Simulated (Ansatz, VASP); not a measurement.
## BP: VASP beside Ansatz

```
B P
1.0
     0.00000    2.15443    2.15443
     2.15443    0.00000    2.15443
     2.15443    2.15443    0.00000
B P
1 1
Direct
  0.00000 0.00000 0.00000
  0.50000 0.50000 0.50000
```

Alike in both runs: task relaxation of cell and atoms; functional r2SCAN; k mesh 17 × 17 × 17; occupations fermi-dirac, width 0.1 eV; no spin polarisation.

|  | VASP | Ansatz |
| --- | --- | --- |
| version | VASP 6.6.1 | Ansatz 0.2.0 |
| potentials or method | VASP PAW PBE potentials, release 64 (B, P) | PAW with Ansatz's default frozen-core files, scalar-relativistic |
| plane-wave cutoff (eV) | 600 | 500 |
| valence electrons in the cell | 8 | 8 |

|  | VASP | Ansatz | Ansatz less VASP |
| --- | --- | --- | --- |
| relaxed volume (Å³/atom) | 10.05 | 10.08 | +0.024 |
| relaxed cell length with the largest relative difference (Å) | 3.052 | 3.055 | +0.0024 |

VASP's potentials were made for PBE, not for r2SCAN.
